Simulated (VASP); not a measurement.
# Na (P6/mmm) in VASP: a series of runs, part 2 of 3

VASP 6.6.1.

### Step 4. Single point, revPBE (44.39 Å³/atom)

This run uses another cell than the first one, of 44.39 Å³/atom.

The input, INCAR:

```
SYSTEM = Na
  PREC = Accurate
  ENCUT = 520
  EDIFF = 1E-7
  ISMEAR = -1
  SIGMA = 0.1
  LREAL = .False.
  LASPH = .True.
  NELM = 60
  ALGO = Normal
  ISIF = 2
  LWAVE = .False.
  LCHARG = .False.
  GGA = RE
  NBANDS = 18
```

The input, KPOINTS:

```
regular mesh
0
Gamma
  7 7 10
  0 0 0
```

The input, POSCAR:

```
Na
1.0
    6.3765134353      0.0000000000      0.0000000000
   -3.1882567177      5.5222226226      0.0000000000
    0.0000000000      0.0000000000      3.7816202360
Na
3
Direct
    1.0000000000      1.0000000000      0.0000000000
    0.3333333333      0.6666666667      0.5000000000
    0.6666666667      0.3333333333      0.5000000000
```

Potentials or basis: VASP PAW PBE potentials, release 64 (Na_pv).

The run is started by

```console
$ cat potpaw_PBE.64/Na_pv/POTCAR > POTCAR
$ mpirun -np 1 vasp_std > vasp.out
```

OUTCAR:

```text
SYSTEM = Na
   PREC = Accurate
   ENCUT = 520
   EDIFF = 1E-7
   ISMEAR = -1
   LREAL = .False.
   LASPH = .True.
   NELM = 60
   ISIF = 2
   GGA = RE

 ion  position               nearest neighbor table
   1  0.000  0.000  0.000-
   2  0.333  0.667  0.500-
   3  0.667  0.333  0.500-

  LATTYP: Found a hexagonal cell.
 ALAT       =     6.3765134353
 C/A-ratio  =     0.5930545390

  Lattice vectors:

 A1 = (   6.3765134353,   0.0000000000,   0.0000000000)
 A2 = (  -3.1882567177,   5.5222226226,   0.0000000000)
 A3 = (   0.0000000000,   0.0000000000,   3.7816202360)

Analysis of symmetry for initial positions (statically):
=====================================================================
 Subroutine PRICEL returns:
 Original cell was already a primitive cell.

 Routine SETGRP: Setting up the symmetry group for a
 hexagonal supercell.

 Subroutine GETGRP returns: Found 24 space group operations
 (whereof 24 operations were pure point group operations)
 out of a pool of 24 trial point group operations.

The static configuration has the point symmetry D_6h.

Analysis of symmetry for dynamics (positions and initial velocities):
=====================================================================
 Subroutine PRICEL returns:
 Original cell was already a primitive cell.

 Routine SETGRP: Setting up the symmetry group for a
 hexagonal supercell.

 Subroutine GETGRP returns: Found 24 space group operations
 (whereof 24 operations were pure point group operations)
 out of a pool of 24 trial point group operations.

The dynamic configuration has the point symmetry D_6h.

 Subroutine INISYM returns: Found 24 space group operations
 (whereof 24 operations are pure point group operations),
 and found     1 'primitive' translations

----------------------------------------------------------------------------------------

                                     Primitive cell

  volume of cell :     133.1604

  direct lattice vectors                    reciprocal lattice vectors
     6.376513435  0.000000000  0.000000000     0.156825514  0.090543253  0.000000000
    -3.188256718  5.522222623  0.000000000     0.000000000  0.181086506  0.000000000
     0.000000000  0.000000000  3.781620236     0.000000000  0.000000000  0.264436918

  length of vectors
     6.376513435  6.376513435  3.781620236     0.181086506  0.181086506  0.264436918

  position of ions in fractional coordinates (direct lattice)
     0.000000000  0.000000000  0.000000000
     0.333333333  0.666666667  0.500000000
     0.666666667  0.333333333  0.500000000

  ion indices of the primitive-cell ions
   primitive index   ion index
                 1           1
                 2           2
                 3           3

----------------------------------------------------------------------------------------

 KPOINTS: regular mesh

Automatic generation of k-mesh.
 Grid dimensions read from file:
 generate k-points for:    7    7   10

 Generating k-lattice:

  Cartesian coordinates                     Fractional coordinates (reciprocal lattice)
     0.022403645  0.012934750  0.000000000     0.142857143  0.000000000  0.000000000
     0.000000000  0.025869501  0.000000000     0.000000000  0.142857143  0.000000000
     0.000000000  0.000000000  0.026443692     0.000000000  0.000000000  0.100000000

  Length of vectors
     0.025869501  0.025869501  0.026443692

  Shift w.r.t. Gamma in fractional coordinates (k-lattice)
     0.000000000  0.000000000  0.000000000

 Subroutine IBZKPT returns following result:
 ===========================================

 Found     48 irreducible k-points:

 Following reciprocal coordinates:
            Coordinates               Weight
  0.000000  0.000000  0.000000      1.000000
  0.142857  0.000000  0.000000      6.000000
  0.285714  0.000000  0.000000      6.000000
  0.428571  0.000000  0.000000      6.000000
  0.142857  0.142857  0.000000      6.000000
  0.285714  0.142857  0.000000     12.000000
[... 16 lines left out ...]
  0.428571  0.142857  0.200000     12.000000
  0.285714  0.285714  0.200000     12.000000
 [... further k-points ...]
   k-points           NKPTS =     48   k-points in BZ     NKDIM =     48   number of bands    NBANDS=     18
   number of dos      NEDOS =    301   number of ions     NIONS =      3
   total plane-waves  NPLWV =  64512
   dimension x,y,z NGX =    48 NGY =   48 NGZ =   28
   dimension x,y,z NGXF=    96 NGYF=   96 NGZF=   56
   ions per type =               3
   NGX,Y,Z   is equivalent  to a cutoff of  12.51, 12.51, 12.31 a.u.
   NGXF,Y,Z  is equivalent  to a cutoff of  25.03, 25.03, 24.62 a.u.
 SYSTEM =  Na
   PREC   = accura    normal or accurate (medium, high low for compatibility)
   ISTART =      0    job   : 0-new  1-cont  2-samecut
   ICHARG =      2    charge: 1-file 2-atom 10-const
   ISPIN  =      1    spin polarized calculation?
   LNONCOLLINEAR =      F non collinear calculations
   LSORBIT =      F    spin-orbit coupling
   LASPH  =      T    aspherical Exc in radial PAW
   ENCUT  =  520.0 eV  38.22 Ry    6.18 a.u.  11.86 11.86  7.03*2*pi/ulx,y,z
   NELM   =     60;   NELMIN=  2; NELMDL= -5     # of ELM steps
   EDIFF  = 0.1E-06   stopping-criterion for ELM
   LREAL  =      F    real-space projection
   EDIFFG = 0.1E-05   stopping-criterion for IOM
   NSW    =      0    number of steps for IOM
   IBRION =     -1    ionic relax: 0-MD 1-quasi-New 2-CG
   NFREE  =      0    steps in history (QN), initial steepest desc. (CG)
   ISIF   =      2    stress and relaxation
   ISYM   =      2    0-nonsym 1-usesym 2-fastsym
   POTIM  = 0.5000    time-step for ionic-motion
   TEBEG  =    0.0;   TEEND  =   0.0 temperature during run
   PSTRESS=    0.0 pullay stress
   NELECT =      21.0000    total number of electrons
   NUPDOWN=      -1.0000    fix difference up-down
   EMIN   =  10.00;   EMAX   =-10.00  energy-range for DOS
   EFERMI =   0.00;   METHOD = LEGACY
   ISMEAR =    -1;   SIGMA  =   0.10  broadening in eV -4-tet -1-fermi 0-gaus
   EFERMI_NEDOS =   21; number of points for ismear=-14 and -15
   IALGO  =     38    algorithm
   IMIX   =      4    mixing-type and parameters
     AMIX     =   0.40;   BMIX     =  1.00
     AMIX_MAG =   1.60;   BMIX_MAG =  1.00
  volume/ion in A,a.u.               =      44.39       299.54
  Fermi-wavevector in a.u.,A,eV,Ry     =   0.884483  1.671431 10.643980  0.782310
  Thomas-Fermi vector in A             =   2.005389
   LORBIT       =      0    0 simple, 1 ext, 2 COOP (PROOUT), +10 PAW based schemes
   GGA     = RE    functional components
   LHFCALC =     F    Hartree Fock is set to
   AEXX    =    0.0000 exact exchange contribution
   IVDW    =     0    specifies the selected vdW correction
   LEPSILON=     F    determine dielectric tensor
   LRPA    =     F    only Hartree local field effects (RPA)
 non-spin polarized calculation
  energy-cutoff  :      520.00
  volume of cell :      133.16
 maximum number of plane-waves:      3614
 NGX is ok and might be reduce to    48
   NGX = 23   NGY = 23   NGZ = 15

 number of electron      21.0000005 magnetization

 Free energy of the ion-electron system (eV)
  ---------------------------------------------------
  ext. energy  EPLUGINS =         0.00000000
  ---------------------------------------------------
  free energy    TOTEN  =        -3.56837629 eV

  energy without entropy =       -3.50886914  energy(sigma->0) =       -3.53862272

 E-fermi :  -0.0335     XC(G=0):  -5.9394

 val. band max:       -0.0451319608   @ k =   0.1429   0.1429   0.5000
 cond. band min:      -0.0229181628   @ k =   0.2857   0.1429   0.1000
 fundamental gap:      0.0222137981
 Fermi energy:        -0.0335106651

 k-point     1 :       0.0000    0.0000    0.0000
  band No.  band energies     occupation
      1     -25.1593      2.00000
      2     -25.1593      2.00000
      3     -25.1455      2.00000
      4     -25.1455      2.00000
      5     -25.1454      2.00000
      6     -25.1427      2.00000
[... 10 lines left out ...]
     17       7.2987      0.00000
     18       7.5116      0.00000

 k-point     2 :       0.1429    0.0000    0.0000
  band No.  band energies     occupation
      1     -25.1595      2.00000
      2     -25.1588      2.00000
      3     -25.1459      2.00000
      4     -25.1453      2.00000
      5     -25.1452      2.00000
      6     -25.1428      2.00000
[... 10 lines left out ...]
     17       7.3862      0.00000
     18       7.5923      0.00000
[... 442 lines left out ...]
 k-point    24 :       0.2857    0.2857    0.2000
  band No.  band energies     occupation
      1     -25.1603      2.00000
      2     -25.1534      2.00000
      3     -25.1504      2.00000
      4     -25.1497      2.00000
      5     -25.1492      2.00000
      6     -25.1433      2.00000
[... 10 lines left out ...]
     17       5.5218      0.00000
     18       5.6292      0.00000

 [... further k-points ...]
[... 5 lines left out ...]
  --------------------------------------------------------------------------------------
  -------------------------------------------------------------------------------------
  Total       -0.5542305     -0.5542305     -0.4379175      0.0000000      0.0000000      0.0000000
  in kB       -6.6684651     -6.6684651     -5.2689951      0.0000000      0.0000000      0.0000000
  external PRESSURE =      -6.2019751 kB  Pullay stress =       0.0000000 kB

 VOLUME and BASIS-vectors are now :
 -----------------------------------------------------------------------------
  energy-cutoff  :      520.00
  volume of cell :      133.16
      direct lattice vectors                 reciprocal lattice vectors
     6.376513435  0.000000000  0.000000000     0.156825514  0.090543253  0.000000000
    -3.188256718  5.522222623  0.000000000     0.000000000  0.181086506  0.000000000
     0.000000000  0.000000000  3.781620236     0.000000000  0.000000000  0.264436918

 POSITION                                       TOTAL-FORCE (eV/Angst)
 -----------------------------------------------------------------------------------
      0.00000      0.00000      0.00000         0.000000      0.000000      0.000000
     -0.00000      3.68148      1.89081        -0.000000      0.000000     -0.000000
      3.18826      1.84074      1.89081         0.000000     -0.000000      0.000000
 -----------------------------------------------------------------------------------
    total drift:                               -0.000000      0.000000     -0.000000

  FREE ENERGIE OF THE ION-ELECTRON SYSTEM (eV)
  ---------------------------------------------------
  free  energy   TOTEN  =        -3.5683762930 eV

  energy  without entropy=       -3.5088691406  energy(sigma->0) =       -3.53862272
```

OSZICAR:

```text
N       E                     dE             d eps       ncg     rms          rms(c)
DAV:   1     0.160147183568E+03    0.16015E+03   -0.10865E+04  1792   0.104E+03
DAV:   2     0.495941271389E+01   -0.15519E+03   -0.15311E+03  1738   0.305E+02
DAV:   3    -0.342603780384E+01   -0.83855E+01   -0.83532E+01  2006   0.900E+01
DAV:   4    -0.355972483625E+01   -0.13369E+00   -0.13364E+00  2012   0.118E+01
DAV:   5    -0.356282802165E+01   -0.31032E-02   -0.31031E-02  2022   0.188E+00    0.410E-01
DAV:   6    -0.356643328795E+01   -0.36053E-02   -0.17879E-03  2020   0.424E-01    0.274E-01
DAV:   7    -0.356835364205E+01   -0.19204E-02   -0.32848E-03  1924   0.481E-01    0.144E-02
DAV:   8    -0.356836985774E+01   -0.16216E-04   -0.38712E-05  2068   0.596E-02    0.564E-03
DAV:   9    -0.356837620925E+01   -0.63515E-05   -0.30507E-06  1964   0.128E-02    0.781E-04
DAV:  10    -0.356837655918E+01   -0.34993E-06   -0.94728E-08  1700   0.296E-03    0.437E-04
DAV:  11    -0.356837630878E+01    0.25040E-06   -0.18445E-08  1086   0.149E-03    0.786E-05
DAV:  12    -0.356837629296E+01    0.15819E-07   -0.46421E-09  1068   0.102E-03
   1 F= -.35683763E+01 E0= -.35386227E+01  d E =-.595072E-01
```

Wall time 45 s (1 thread of AMD EPYC 9R45 (Zen 5), shared host); peak memory 0.23 GiB.

Results:

```
Free energy            : -3.5684 eV
Pressure               : -0.6 GPa
Band gap on the k mesh : zero (an odd number of electrons rules out a gap without spin polarisation)
```

Stress tensor (GPa, compression positive):
```
-0.67  0.00  0.00
 0.00 -0.67  0.00
 0.00  0.00 -0.53
```

Caveat: the PAW data sets were made with another functional, which shifts forces and pressure a little.

(Part 2 of 3 ends here.)

The gap in the log of VASP goes by the Fermi energy; the results here count the filled bands.